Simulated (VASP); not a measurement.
# CdS (Fm-3m) in VASP: dielectric tensor with PBEsol+D3(BJ)

Aim: the dielectric tensor of CdS with PBEsol+D3(BJ).

Program: VASP 6.6.1. These are calculated values, not measurements. Logs are shortened: lines on timing, memory, paths and dates and some standing lists are left out, and cuts for length are marked.

## (1) The cell of the first run

The structure is cubic, space group Fm-3m (No. 225). Conventional cell: a = 5.506 Å, b = 5.506 Å, c = 5.506 Å, α = 90.00°, β = 90.00°, γ = 90.00°. Within 3.6 Å of Cd (site symmetry m-3m) lie 6 S at 2.75 Å. Within 3.6 Å of S (site symmetry m-3m) lie 6 Cd at 2.75 Å.

## (2) Dielectric tensor, PBEsol+D3(BJ)

INCAR

```
SYSTEM = CdS
PREC = Accurate ; ENCUT = 520
EDIFF = 1E-8 ; ISMEAR = 0
SIGMA = 0.01 ; LREAL = .False.
LASPH = .True. ; NELM = 60
ALGO = Normal ; ISIF = 2
LWAVE = .False. ; LCHARG = .False.
GGA = PS ; IVDW = 12
LEPSILON = .True. ; ISYM = 0
```

KPOINTS

```
Automatic mesh
0
Gamma
  4 4 4
  0.5 0.5 0.5
```

POSCAR

```
CdS
1.0
    0.0000000000      2.7532440000      2.7532440000
    2.7532440000      0.0000000000      2.7532440000
    2.7532440000      2.7532440000      0.0000000000
Cd S
1 1
Direct
    0.0000000000      0.0000000000      0.0000000000
    0.5000000000      0.5000000000      0.5000000000
```

Potentials or basis: VASP PAW PBE potentials, release 64 (Cd, S).

On the command line:

```console
$ cat potpaw_PBE.64/Cd/POTCAR potpaw_PBE.64/S/POTCAR > POTCAR
$ mpirun -np 1 vasp_std > vasp.out
```

OUTCAR:

```text
SYSTEM = CdS
   PREC = Accurate
   ENCUT = 520
   EDIFF = 1E-8
   ISMEAR = 0
   LREAL = .False.
   LASPH = .True.
   NELM = 60
   ISIF = 2
   GGA = PS
   IVDW = 12
   LEPSILON = .True.
   ISYM = 0
 IVDW          = 12

 ion  position               nearest neighbor table
   1  0.000  0.000  0.000-   2 2.75   2 2.75   2 2.75   2 2.75   2 2.75   2 2.75
   2  0.500  0.500  0.500-   1 2.75   1 2.75   1 2.75   1 2.75   1 2.75   1 2.75

IMPORTANT INFORMATION: All symmetrisations will be switched off!
NOSYMM: (Re-)initialisation of all symmetry stuff for point group C_1.

----------------------------------------------------------------------------------------

                                     Primitive cell

  volume of cell :      41.7411

  direct lattice vectors                    reciprocal lattice vectors
     0.000000000  2.753244000  2.753244000    -0.181603955  0.181603955  0.181603955
     2.753244000  0.000000000  2.753244000     0.181603955 -0.181603955  0.181603955
     2.753244000  2.753244000  0.000000000     0.181603955  0.181603955 -0.181603955

  length of vectors
     3.893675005  3.893675005  3.893675005     0.314547277  0.314547277  0.314547277

  position of ions in fractional coordinates (direct lattice)
     0.000000000  0.000000000  0.000000000
     0.500000000  0.500000000  0.500000000

  ion indices of the primitive-cell ions
   primitive index   ion index
                 1           1
                 2           2

----------------------------------------------------------------------------------------

 KPOINTS: Automatic mesh

Automatic generation of k-mesh.
 Grid dimensions read from file:
 generate k-points for:    4    4    4

 Generating k-lattice:

  Cartesian coordinates                     Fractional coordinates (reciprocal lattice)
    -0.045400989  0.045400989  0.045400989     0.250000000  0.000000000  0.000000000
     0.045400989 -0.045400989  0.045400989     0.000000000  0.250000000  0.000000000
     0.045400989  0.045400989 -0.045400989     0.000000000  0.000000000  0.250000000

  Length of vectors
     0.078636819  0.078636819  0.078636819

  Shift w.r.t. Gamma in fractional coordinates (k-lattice)
     0.500000000  0.500000000  0.500000000

 Subroutine IBZKPT returns following result:
 ===========================================

 Found    128 irreducible k-points:

 Following reciprocal coordinates:
            Coordinates               Weight
  0.125000  0.125000  0.125000      2.000000
  0.125000  0.000000  0.000000      2.000000
  0.000000  0.000000 -0.125000      2.000000
  0.000000  0.125000  0.000000      2.000000
  0.375000  0.125000  0.125000      2.000000
  0.125000  0.375000  0.125000      2.000000
[... 16 lines left out ...]
  0.000000  0.500000 -0.125000      2.000000
  0.500000  0.000000 -0.125000      2.000000
 [... further k-points ...]
   k-points           NKPTS =    128   k-points in BZ     NKDIM =    128   number of bands    NBANDS=     13
   number of dos      NEDOS =    301   number of ions     NIONS =      2
   total plane-waves  NPLWV =  27000
   dimension x,y,z NGX =    30 NGY =   30 NGZ =   30
   dimension x,y,z NGXF=    60 NGYF=   60 NGZF=   60
   ions per type =               1   1
   NGX,Y,Z   is equivalent  to a cutoff of  12.81, 12.81, 12.81 a.u.
   NGXF,Y,Z  is equivalent  to a cutoff of  25.62, 25.62, 25.62 a.u.
 SYSTEM =  CdS
   PREC   = accura    normal or accurate (medium, high low for compatibility)
   ISTART =      0    job   : 0-new  1-cont  2-samecut
   ICHARG =      2    charge: 1-file 2-atom 10-const
   ISPIN  =      1    spin polarized calculation?
   LNONCOLLINEAR =      F non collinear calculations
   LSORBIT =      F    spin-orbit coupling
   LASPH  =      T    aspherical Exc in radial PAW
   ENCUT  =  520.0 eV  38.22 Ry    6.18 a.u.   7.24  7.24  7.24*2*pi/ulx,y,z
   NELM   =     60;   NELMIN=  2; NELMDL= -5     # of ELM steps
   EDIFF  = 0.1E-07   stopping-criterion for ELM
   LREAL  =      F    real-space projection
   EDIFFG = 0.1E-06   stopping-criterion for IOM
   NSW    =      0    number of steps for IOM
   IBRION =     -1    ionic relax: 0-MD 1-quasi-New 2-CG
   NFREE  =      0    steps in history (QN), initial steepest desc. (CG)
   ISIF   =      2    stress and relaxation
   ISYM   =      0    0-nonsym 1-usesym 2-fastsym
   POTIM  = 0.5000    time-step for ionic-motion
   TEBEG  =    0.0;   TEEND  =   0.0 temperature during run
   PSTRESS=    0.0 pullay stress
   NELECT =      18.0000    total number of electrons
   NUPDOWN=      -1.0000    fix difference up-down
   EMIN   =  10.00;   EMAX   =-10.00  energy-range for DOS
   EFERMI =   0.00;   METHOD = LEGACY
   ISMEAR =     0;   SIGMA  =   0.01  broadening in eV -4-tet -1-fermi 0-gaus
   EFERMI_NEDOS =   21; number of points for ismear=-14 and -15
   IALGO  =     38    algorithm
   IMIX   =      4    mixing-type and parameters
     AMIX     =   0.40;   BMIX     =  1.00
     AMIX_MAG =   1.60;   BMIX_MAG =  1.00
  volume/ion in A,a.u.               =      20.87       140.84
  Fermi-wavevector in a.u.,A,eV,Ry     =   1.236833  2.337275 20.813583  1.529755
  Thomas-Fermi vector in A             =   2.371425
   LORBIT       =      0    0 simple, 1 ext, 2 COOP (PROOUT), +10 PAW based schemes
   GGA     = PS    functional components
   LHFCALC =     F    Hartree Fock is set to
   AEXX    =    0.0000 exact exchange contribution
   IVDW    =    12    specifies the selected vdW correction
   LEPSILON=     T    determine dielectric tensor
   LRPA    =     F    only Hartree local field effects (RPA)
 non-spin polarized calculation
 Gauss-broadening in eV      SIGMA  =   0.01
  energy-cutoff  :      520.00
  volume of cell :       41.74
 maximum number of plane-waves:      1131
 NGX is ok and might be reduce to    30
   NGX = 15   NGY = 15   NGZ = 15

--------------------------------------- Ionic step        1  -------------------------------------------

 number of electron      18.0000005 magnetization

 E-fermi :   2.6527     XC(G=0): -10.5084

 val. band max:        2.6053806382   @ k =   0.0000   0.1250  -0.2500
 cond. band min:       3.6114055774   @ k =   0.0000  -0.3750   0.5000
 fundamental gap:      1.0060249392
 Fermi energy:         2.6527156437

 k-point     1 :       0.1250    0.1250    0.1250
  band No.  band energies     occupation
      1      -9.9359      2.00000
      2      -4.9845      2.00000
      3      -4.9845      2.00000
      4      -4.9520      2.00000
      5      -4.9094      2.00000
      6      -4.9094      2.00000
      7       0.7153      2.00000
      8       1.9990      2.00000
      9       1.9990      2.00000
     10       4.4999      0.00000
     11      10.5191      0.00000
     12      11.4073      0.00000
     13      11.4073      0.00000

 k-point     2 :       0.1250    0.0000    0.0000
  band No.  band energies     occupation
      1      -9.9359      2.00000
      2      -4.9845      2.00000
      3      -4.9845      2.00000
      4      -4.9520      2.00000
      5      -4.9094      2.00000
      6      -4.9094      2.00000
      7       0.7153      2.00000
      8       1.9990      2.00000
      9       1.9990      2.00000
     10       4.4999      0.00000
     11      10.5191      0.00000
     12      11.4073      0.00000
     13      11.4073      0.00000
[... 321 lines left out ...]
 k-point    23 :       0.0000    0.5000   -0.1250
  band No.  band energies     occupation
      1      -8.9951      2.00000
      2      -5.1783      2.00000
      3      -5.1287      2.00000
      4      -5.1234      2.00000
      5      -4.7385      2.00000
      6      -4.7321      2.00000
      7      -2.0393      2.00000
      8       1.8620      2.00000
      9       2.2204      2.00000
     10       6.5182      0.00000
     11       7.3696      0.00000
     12       9.0906      0.00000
     13      10.2999      0.00000

 k-point    24 :       0.5000    0.0000   -0.1250
  band No.  band energies     occupation
      1      -8.9951      2.00000
      2      -5.1783      2.00000
      3      -5.1287      2.00000
      4      -5.1234      2.00000
      5      -4.7385      2.00000
      6      -4.7321      2.00000
      7      -2.0393      2.00000
      8       1.8620      2.00000
      9       2.2204      2.00000
     10       6.5182      0.00000
     11       7.3696      0.00000
     12       9.0906      0.00000
     13      10.2999      0.00000

 [... further k-points ...]

  FORCE on cell =-STRESS in cart. coord.  units (eV):
  Direction    XX          YY          ZZ          XY          YZ          ZX
  --------------------------------------------------------------------------------------
  -------------------------------------------------------------------------------------
  Total      -1.68148    -1.68148    -1.68148     0.00000     0.00000     0.00000
  in kB     -64.54121   -64.54121   -64.54120     0.00006     0.00007     0.00007
  external pressure =      -64.54 kB  Pullay stress =        0.00 kB

 VOLUME and BASIS-vectors are now :
 -----------------------------------------------------------------------------
  energy-cutoff  :      520.00
  volume of cell :       41.74
      direct lattice vectors                 reciprocal lattice vectors
     0.000000000  2.753244000  2.753244000    -0.181603955  0.181603955  0.181603955
     2.753244000  0.000000000  2.753244000     0.181603955 -0.181603955  0.181603955
     2.753244000  2.753244000  0.000000000     0.181603955  0.181603955 -0.181603955

 POSITION                                       TOTAL-FORCE (eV/Angst)
 -----------------------------------------------------------------------------------
      0.00000      0.00000      0.00000         0.000000     -0.000000     -0.000000
      2.75324      2.75324      2.75324        -0.000000      0.000000      0.000000
 -----------------------------------------------------------------------------------
    total drift:                                0.000000      0.000000      0.000000

  FREE ENERGIE OF THE ION-ELECTRON SYSTEM (eV)
  ---------------------------------------------------
  free  energy   TOTEN  =        -7.2583610707 eV

  energy  without entropy=       -7.2583610707  energy(sigma->0) =       -7.25836107

 HEAD OF MICROSCOPIC STATIC DIELECTRIC TENSOR (INDEPENDENT PARTICLE, excluding Hartree and local field effects)
 ------------------------------------------------------
          10.148829     0.000001     0.000001
           0.000001    10.148829     0.000001
           0.000001     0.000001    10.148829
 ------------------------------------------------------

 Free energy of the ion-electron system (eV)
  ---------------------------------------------------
  ---------------------------------------------------
  free energy    TOTEN  =        -1.05530271 eV

  energy without entropy =       -1.05530271

------------------------ aborting loop because EDIFF is reached ----------------------------------------

 Edisp (eV)   -0.63925

 E8    (eV) :    -0.4022

--------------------------------------- Ionic step        2  -------------------------------------------

------------------------ aborting loop because EDIFF is reached ----------------------------------------

 Edisp (eV)   -0.63925

 E8    (eV) :    -0.4022

--------------------------------------- Ionic step        3  -------------------------------------------

 Free energy of the ion-electron system (eV)
  ---------------------------------------------------
  ---------------------------------------------------
  free energy    TOTEN  =        -1.05530293 eV

  energy without entropy =       -1.05530293

------------------------ aborting loop because EDIFF is reached ----------------------------------------

 Edisp (eV)   -0.63925

 E8    (eV) :    -0.4022

 PIEZOELECTRIC TENSOR FIELD DIRECTION 3  (e Angst)
 -----------------------------------------------------------------------------
    -0.00138  0.00000  0.00000           ( -0.00000  0.00000 -0.00000)
    -0.00000 -0.00138  0.00000           (  0.00000 -0.00000  0.00000)
    -0.00000  0.00000  0.00162           ( -0.00000  0.00000  0.00002)

 PIEZOELECTRIC TENSOR FIELD DIRECTION 3  (C/m^2)
 -----------------------------------------------------------------------------
    -0.00053  0.00000  0.00000
    -0.00000 -0.00053  0.00000
    -0.00000  0.00000  0.00062

 MACROSCOPIC STATIC DIELECTRIC TENSOR (including local field effects in DFT)
 ------------------------------------------------------
           9.703218     0.000001     0.000001
           0.000001     9.703218     0.000001
           0.000001     0.000001     9.703219
 ------------------------------------------------------

 PIEZOELECTRIC TENSOR (including local field effects)  for field in x, y, z        (e  Angst)
          XX          YY          ZZ          XY          YZ          ZX
  --------------------------------------------------------------------------------
  x    -0.00000    -0.00000     0.00000    -0.00000    -0.00000    -0.00007
  y     0.00000     0.00000     0.00000     0.00000    -0.00007    -0.00000
  z    -0.00138    -0.00138     0.00162    -0.00000     0.00000     0.00000

 PIEZOELECTRIC TENSOR (including local field effects)  for field in x, y, z        (C/m^2)
          XX          YY          ZZ          XY          YZ          ZX
  --------------------------------------------------------------------------------
  x    -0.00000    -0.00000     0.00000    -0.00000    -0.00000    -0.00003
  y     0.00000     0.00000     0.00000     0.00000    -0.00003    -0.00000
  z    -0.00053    -0.00053     0.00062    -0.00000     0.00000     0.00000

 BORN EFFECTIVE CHARGES (including local field effects) (in |e|, cummulative output)
 ---------------------------------------------------------------------------------
 ion    1
    1     3.02352     0.00000     0.00000
    2     0.00000     3.02352     0.00000
    3     0.00000    -0.00000     3.02352
 ion    2
    1    -3.02352    -0.00000    -0.00000
    2    -0.00000    -3.02352    -0.00000
    3    -0.00000     0.00000    -3.02352
```

Run time: 5.6 min. Hardware: 1 thread of Intel Xeon Platinum 8488C (Sapphire Rapids), shared host; peak memory 0.36 GiB.

What came out:

```yaml
Band_gap_on_the_k_mesh: 1.01 eV, indirect (least direct gap 2.50 eV)
Electronic_dielectric_tensor_diagonal: 9.70
Born_charges_mean_of_the_diagonal: Cd +3.02; S -3.02 e
Dispersion_energy_per_atom: -0.320 eV
```

Electronic dielectric tensor:
```
9.70 0.00 0.00
0.00 9.70 0.00
0.00 0.00 9.70
```

Born effective charge tensors (e):
atom 1, Cd
```
3.02 0.00 0.00
0.00 3.02 0.00
0.00 0.00 3.02
```
atom 2, S
```
-3.02  0.00  0.00
 0.00 -3.02  0.00
 0.00  0.00 -3.02
```

Caveat: three body term missing; the PAW data sets were made with another functional, which shifts forces and pressure a little.
